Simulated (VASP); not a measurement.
Wanted: the native input for a VASP 6.6.1 run.

| Item | Value |
| --- | --- |
| Task | single point |
| Functional | PBE |
| Potentials or basis | VASP PAW PBE potentials, release 64 (Be, Zn, Se) |
| Cutoff | 520 eV |
| k mesh | 2 × 2 × 2 |
| Occupations | gaussian, width 0.1 eV |
| Spin | no spin polarisation |
| Dipole correction | no |
| Further INCAR settings | LREAL = Auto; ALGO = Normal; EDIFF = 1e-07; NBANDS = 76 |

The structure of BeZn3Se4 lies in POSCAR:

```
BeZn3Se4
1.0
    0.0000000000      0.0000000000     -6.4880076747
    0.0000000000     -6.8284145523      0.0000000000
   -7.8865637406      0.0000000000      0.0000000000
Be Zn Se
2 6 8
Direct
    0.0028030381      0.1695401301      1.0000000000
    0.5028030381      0.8304598699      0.5000000000
    0.0018192729      0.1585787019      0.5000000000
    0.5002064153      0.3303715446      0.2511940713
    0.5002064153      0.3303715446      0.7488059287
    0.5018192729      0.8414212981      1.0000000000
    0.0002064153      0.6696284554      0.2488059287
    0.0002064153      0.6696284554      0.7511940713
    0.6541692043      0.1731656518      1.0000000000
    0.1182844711      0.3245469698      0.7652631658
    0.1182844711      0.3245469698      0.2347368342
    0.6192267118      0.1412694991      0.5000000000
    0.1541692043      0.8268343482      0.5000000000
    0.6182844711      0.6754530302      0.2652631658
    0.6182844711      0.6754530302      0.7347368342
    0.1192267118      0.8587305009      1.0000000000
```

One way to write it, as run:

INCAR

```
SYSTEM = BeZn3Se4
ALGO     = Normal         ! electronic algorithm
EDIFF    = 1E-7           ! SCF threshold, eV
ENCUT    = 520            ! plane-wave cutoff, eV
GGA      = PE             ! functional
ISIF     = 2              ! what is computed and relaxed
ISMEAR   = 0              ! smearing method
LASPH    = .True.         ! aspherical terms in the spheres
LCHARG   = .False.        ! write CHGCAR
LREAL    = Auto         
LWAVE    = .False.        ! write WAVECAR
NBANDS   = 76             ! bands
NELM     = 80             ! most SCF steps
PREC     = Accurate       ! precision mode
SIGMA    = 0.1            ! smearing width, eV
```

KPOINTS

```
k-points
0
Gamma
  2 2 2
  0 0 0
```

Potentials or basis: VASP PAW PBE potentials, release 64 (Be, Zn, Se).

Launch:

```console
$ cat potpaw_PBE.64/Be/POTCAR potpaw_PBE.64/Zn/POTCAR potpaw_PBE.64/Se/POTCAR > POTCAR
$ mpirun -np 1 vasp_std > vasp.out
```

It gave:

| Item | Value |
| --- | --- |
| Pressure | 0.2 GPa |
| Largest force | 0.052 eV/Å |
| Band gap on the k mesh | 1.76 eV, direct |

Caveat: the k points lie up to 0.48 Å⁻¹ apart.

Wall time 4.1 min on 1 thread of AMD EPYC 9R45 96-Core Processor (Zen 5) (shared host), peak memory 0.42 GiB.
